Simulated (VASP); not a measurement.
# As in VASP: single point with PBE+D4

Aim: the single point of As with PBE+D4.

Program: VASP 6.6.1. These are calculated values, not measurements. Logs are shortened: lines on timing, memory, paths and dates and some standing lists are left out, and cuts for length are marked.

### 1 The cell of the first run

The cell holds a slab with vacuum, 6 atoms: a = 6.206 Å, b = 6.206 Å, c = 19.600 Å, α = 90.00°, β = 90.00°, γ = 120.00°.

### 2 Single point, PBE+D4

The input, INCAR:

```
SYSTEM = As
  PREC = Accurate
  ENCUT = 400
  EDIFF = 1E-6
  ISMEAR = 0
  SIGMA = 0.04
  LREAL = .False.
  LASPH = .True.
  NELM = 120
  ALGO = Normal
  ISIF = 2
  LWAVE = .False.
  LCHARG = .False.
  LDIPOL = .True.
  IDIPOL = 3
  DIPOL = 0.5 0.5 0.587
  GGA = PE
  IVDW = 13
  NBANDS = 24
  GGA_COMPAT = .False.
  NELMDL = -8
```

The input, KPOINTS:

```
regular mesh
0
Gamma
  6 6 1
  0 0 0
```

The input, POSCAR:

```
As
1.0
    6.2057346749      0.0000000000      0.0000000000
   -3.1028673374      5.3743238776      0.0000000000
    0.0000000000      0.0000000000     19.6000000000
As
6
Direct
    0.6666670000      0.6666670000      0.5511743579
    0.3344054220      0.9983974197      0.5511663342
    1.0027191849      0.3343733124      0.5511727208
    0.3344715982      0.3319960691      0.6222828008
    1.0002564708      0.6666080549      0.6222671253
    0.6690632568      1.0008366551      0.6222731983
```

Potentials or basis: VASP PAW PBE potentials, release 64 (As).

On the command line:

```console
$ cat potpaw_PBE.64/As/POTCAR > POTCAR
$ mpirun -np 1 vasp_std > vasp.out
```

OUTCAR:

```text
SYSTEM = As
   PREC = Accurate
   ENCUT = 400
   EDIFF = 1E-6
   ISMEAR = 0
   LREAL = .False.
   LASPH = .True.
   NELM = 120
   ISIF = 2
   GGA = PE
   IVDW = 13
   NELMDL = -8

 ion  position               nearest neighbor table
   1  0.667  0.667  0.551-   6 2.49   4 2.49   5 2.50
   2  0.334  0.998  0.551-   5 2.49   6 2.49   4 2.50
   3  0.003  0.334  0.551-   4 2.49   5 2.49   6 2.50
   4  0.334  0.332  0.622-   3 2.49   1 2.49   2 2.50
   5  0.000  0.667  0.622-   2 2.49   3 2.49   1 2.50
   6  0.669  0.001  0.622-   1 2.49   2 2.49   3 2.50

  LATTYP: Found a hexagonal cell.
 ALAT       =     6.2057346749
 C/A-ratio  =     3.1583689969

  Lattice vectors:

 A1 = (   6.2057346749,   0.0000000000,   0.0000000000)
 A2 = (  -3.1028673374,   5.3743238776,   0.0000000000)
 A3 = (   0.0000000000,   0.0000000000,  19.6000000000)

Analysis of symmetry for initial positions (statically):
=====================================================================
 Subroutine PRICEL returns:
 Original cell was already a primitive cell.

 Routine SETGRP: Setting up the symmetry group for a
 hexagonal supercell.

 Subroutine GETGRP returns: Found  1 space group operations
 (whereof  1 operations were pure point group operations)
 out of a pool of 24 trial point group operations.

The static configuration has the point symmetry C_1 .

Analysis of symmetry for dynamics (positions and initial velocities):
=====================================================================
 Subroutine PRICEL returns:
 Original cell was already a primitive cell.

 Routine SETGRP: Setting up the symmetry group for a
 hexagonal supercell.

 Subroutine GETGRP returns: Found  1 space group operations
 (whereof  1 operations were pure point group operations)
 out of a pool of 24 trial point group operations.

The dynamic configuration has the point symmetry C_1 .

 Subroutine INISYM returns: Found  1 space group operations
 (whereof  1 operations are pure point group operations),
 and found     1 'primitive' translations

----------------------------------------------------------------------------------------

                                     Primitive cell

  volume of cell :     653.6919

  direct lattice vectors                    reciprocal lattice vectors
     6.205734675  0.000000000  0.000000000     0.161141275  0.093034959  0.000000000
    -3.102867337  5.374323878  0.000000000     0.000000000  0.186069917  0.000000000
     0.000000000  0.000000000 19.600000000     0.000000000  0.000000000  0.051020408

  length of vectors
     6.205734675  6.205734675 19.600000000     0.186069917  0.186069917  0.051020408

  position of ions in fractional coordinates (direct lattice)
     0.666667000  0.666667000  0.551174358
     0.334405422  0.998397420  0.551166334
     0.002719185  0.334373312  0.551172721
     0.334471598  0.331996069  0.622282801
     0.000256471  0.666608055  0.622267125
     0.669063257  0.000836655  0.622273198

  ion indices of the primitive-cell ions
   primitive index   ion index
                 1           1
                 2           2
                 3           3
                 4           4
                 5           5
                 6           6

----------------------------------------------------------------------------------------

 KPOINTS: regular mesh

Automatic generation of k-mesh.
 Grid dimensions read from file:
 generate k-points for:    6    6    1

 Generating k-lattice:

  Cartesian coordinates                     Fractional coordinates (reciprocal lattice)
     0.026856879  0.015505826  0.000000000     0.166666667 -0.000000000  0.000000000
     0.000000000  0.031011653  0.000000000     0.000000000  0.166666667  0.000000000
     0.000000000  0.000000000  0.051020408     0.000000000  0.000000000  1.000000000

  Length of vectors
     0.031011653  0.031011653  0.051020408

  Shift w.r.t. Gamma in fractional coordinates (k-lattice)
     0.000000000  0.000000000  0.000000000

 Subroutine IBZKPT returns following result:
 ===========================================

 Found     20 irreducible k-points:

 Following reciprocal coordinates:
            Coordinates               Weight
  0.000000  0.000000  0.000000      1.000000
  0.166667  0.000000  0.000000      2.000000
  0.000000  0.166667  0.000000      2.000000
 -0.166667  0.166667  0.000000      2.000000
  0.333333  0.000000  0.000000      2.000000
  0.000000  0.333333  0.000000      2.000000
[... 12 lines left out ...]
  0.500000 -0.166667  0.000000      2.000000
  0.333333  0.333333  0.000000      2.000000
   k-points           NKPTS =     20   k-points in BZ     NKDIM =     20   number of bands    NBANDS=     24
   number of dos      NEDOS =    301   number of ions     NIONS =      6
   total plane-waves  NPLWV = 204800
   dimension x,y,z NGX =    40 NGY =   40 NGZ =  128
   dimension x,y,z NGXF=    80 NGYF=   80 NGZF=  256
   ions per type =               6
   NGX,Y,Z   is equivalent  to a cutoff of  10.72, 10.72, 10.86 a.u.
   NGXF,Y,Z  is equivalent  to a cutoff of  21.43, 21.43, 21.71 a.u.
 SYSTEM =  As
   PREC   = accura    normal or accurate (medium, high low for compatibility)
   ISTART =      0    job   : 0-new  1-cont  2-samecut
   ICHARG =      2    charge: 1-file 2-atom 10-const
   ISPIN  =      1    spin polarized calculation?
   LNONCOLLINEAR =      F non collinear calculations
   LSORBIT =      F    spin-orbit coupling
   LASPH  =      T    aspherical Exc in radial PAW
   ENCUT  =  400.0 eV  29.40 Ry    5.42 a.u.  10.12 10.12 31.96*2*pi/ulx,y,z
   NELM   =    120;   NELMIN=  2; NELMDL= -8     # of ELM steps
   EDIFF  = 0.1E-05   stopping-criterion for ELM
   LREAL  =      F    real-space projection
   EDIFFG = 0.1E-04   stopping-criterion for IOM
   NSW    =      0    number of steps for IOM
   IBRION =     -1    ionic relax: 0-MD 1-quasi-New 2-CG
   NFREE  =      0    steps in history (QN), initial steepest desc. (CG)
   ISIF   =      2    stress and relaxation
   ISYM   =      2    0-nonsym 1-usesym 2-fastsym
   POTIM  = 0.5000    time-step for ionic-motion
   TEBEG  =    0.0;   TEEND  =   0.0 temperature during run
   PSTRESS=    0.0 pullay stress
   NELECT =      30.0000    total number of electrons
   NUPDOWN=      -1.0000    fix difference up-down
   EMIN   =  10.00;   EMAX   =-10.00  energy-range for DOS
   EFERMI =   0.00;   METHOD = LEGACY
   ISMEAR =     0;   SIGMA  =   0.04  broadening in eV -4-tet -1-fermi 0-gaus
   EFERMI_NEDOS =   21; number of points for ismear=-14 and -15
   IALGO  =     38    algorithm
   IMIX   =      4    mixing-type and parameters
     AMIX     =   0.40;   BMIX     =  1.00
     AMIX_MAG =   1.60;   BMIX_MAG =  1.00
  volume/ion in A,a.u.               =     108.95       735.22
  Fermi-wavevector in a.u.,A,eV,Ry     =   0.586126  1.107617  4.674193  0.343544
  Thomas-Fermi vector in A             =   1.632486
   LORBIT       =      0    0 simple, 1 ext, 2 COOP (PROOUT), +10 PAW based schemes
   GGA     = PE    functional components
   LHFCALC =     F    Hartree Fock is set to
   AEXX    =    0.0000 exact exchange contribution
   IVDW    =    13    specifies the selected vdW correction
   LEPSILON=     F    determine dielectric tensor
   LRPA    =     F    only Hartree local field effects (RPA)
 non-spin polarized calculation
 Gauss-broadening in eV      SIGMA  =   0.04
  energy-cutoff  :      400.00
  volume of cell :      653.69
 maximum number of plane-waves:     11949
   NGX = 21   NGY = 21   NGZ = 63

 dipolmoment           0.000000      0.000000     -0.000002 electrons x Angstroem

 number of electron      30.0000000 magnetization

 dipolmoment           0.000000      0.000000      0.000001 electrons x Angstroem

 Free energy of the ion-electron system (eV)
  ---------------------------------------------------
  ext. energy  EPLUGINS =         0.00000000
  ---------------------------------------------------
  free energy    TOTEN  =       -27.99108657 eV

  energy without entropy =      -27.99108657  energy(sigma->0) =      -27.99108657

 E-fermi :  -3.1967     XC(G=0):  -2.6699

 val. band max:       -3.3911519032   @ k =   0.0000   0.0000   0.0000
 cond. band min:      -1.8093829872   @ k =   0.3333   0.3333   0.0000
 fundamental gap:      1.5817689160
 Fermi energy:        -3.1967484106

 k-point     1 :       0.0000    0.0000    0.0000
  band No.  band energies     occupation
      1     -16.9972      2.00000
      2     -13.3925      2.00000
      3     -13.3924      2.00000
      4     -13.3792      2.00000
      5     -13.3791      2.00000
      6     -10.6082      2.00000
[... 16 lines left out ...]
     23       1.1877      0.00000
     24       1.1881      0.00000

 k-point     2 :       0.1667    0.0000    0.0000
  band No.  band energies     occupation
      1     -16.8722      2.00000
      2     -14.2202      2.00000
      3     -14.0046      2.00000
      4     -12.8312      2.00000
      5     -12.5732      2.00000
      6     -10.5880      2.00000
[... 16 lines left out ...]
     23       0.9201      0.00000
     24       1.5046      0.00000

 k-point     3 :       0.0000    0.1667    0.0000
  band No.  band energies     occupation
      1     -16.8722      2.00000
      2     -14.2202      2.00000
      3     -14.0045      2.00000
      4     -12.8313      2.00000
      5     -12.5731      2.00000
      6     -10.5880      2.00000
[... 16 lines left out ...]
     23       0.9201      0.00000
     24       1.5047      0.00000
[... 406 lines left out ...]
 k-point    19 :       0.5000   -0.1667    0.0000
  band No.  band energies     occupation
      1     -16.1411      2.00000
      2     -15.4518      2.00000
      3     -14.8718      2.00000
      4     -12.1155      2.00000
      5     -11.3900      2.00000
      6     -10.7844      2.00000
[... 16 lines left out ...]
     23       1.0279      0.00000
     24       1.1237      0.00000

 k-point    20 :       0.3333    0.3333    0.0000
  band No.  band energies     occupation
      1     -15.5726      2.00000
      2     -15.5705      2.00000
      3     -15.5640      2.00000
      4     -11.3256      2.00000
      5     -11.3211      2.00000
      6     -11.3200      2.00000
[... 16 lines left out ...]
     23       1.1696      0.00000
     24       1.1700      0.00000

------------------------ aborting loop because EDIFF is reached ----------------------------------------

 vacuum level on the upper side and lower side of the slab       (xc-potential included)        -0.062        -0.063

  DFT-D4 for vdW energy calculation

  Edisp (eV):   -1.47234

  FORCE on cell =-STRESS in cart. coord.  units (eV):
  Direction    XX          YY          ZZ          XY          YZ          ZX
  --------------------------------------------------------------------------------------
  -------------------------------------------------------------------------------------
  Total      -0.42086    -0.42090     0.37058     0.00006    -0.00018     0.00016
  in kB      -1.03152    -1.03161     0.90828     0.00014    -0.00045     0.00038
  external pressure =       -0.38 kB  Pullay stress =        0.00 kB

 VOLUME and BASIS-vectors are now :
 -----------------------------------------------------------------------------
  energy-cutoff  :      400.00
  volume of cell :      653.69
      direct lattice vectors                 reciprocal lattice vectors
     6.205734675  0.000000000  0.000000000     0.161141275  0.093034959  0.000000000
    -3.102867337  5.374323878  0.000000000     0.000000000  0.186069917  0.000000000
     0.000000000  0.000000000 19.600000000     0.000000000  0.000000000  0.051020408

 POSITION                                       TOTAL-FORCE (eV/Angst)
 -----------------------------------------------------------------------------------
      2.06858      3.58288     10.80302         0.040353     -0.012642     -0.092671
     -1.02266      5.36571     10.80286        -0.009008      0.041027     -0.092386
     -1.02064      1.79703     10.80299        -0.031481     -0.028233     -0.092831
      1.04550      1.78425     12.19674         0.000449      0.021557      0.092456
     -2.06680      3.58257     12.19644         0.018334     -0.011109      0.092743
      4.14943      0.00450     12.19655        -0.018648     -0.010600      0.092689
 -----------------------------------------------------------------------------------
    total drift:                                0.000031      0.000013     -0.000562

  FREE ENERGIE OF THE ION-ELECTRON SYSTEM (eV)
  ---------------------------------------------------
  free  energy   TOTEN  =       -29.4634238452 eV

  energy  without entropy=      -29.4634238452  energy(sigma->0) =      -29.46342385

 vacuum level on the upper side and lower side of the slab         1.899         1.898
```

Run time: 11 min. Hardware: 1 thread of Intel Xeon 8259CL, shared host; peak memory 0.56 GiB.

What came out:

```
Free energy                : -29.4634 eV
Largest force              : 0.102 eV/Å
Band gap on the k mesh     : 1.58 eV
Dispersion energy per atom : -0.245 eV
```

Forces in eV/Å, atoms in the order of the input:
```
As   0.040 -0.013 -0.093
As  -0.009  0.041 -0.092
As  -0.031 -0.028 -0.093
As   0.000  0.022  0.092
As   0.018 -0.011  0.093
As  -0.019 -0.011  0.093
```
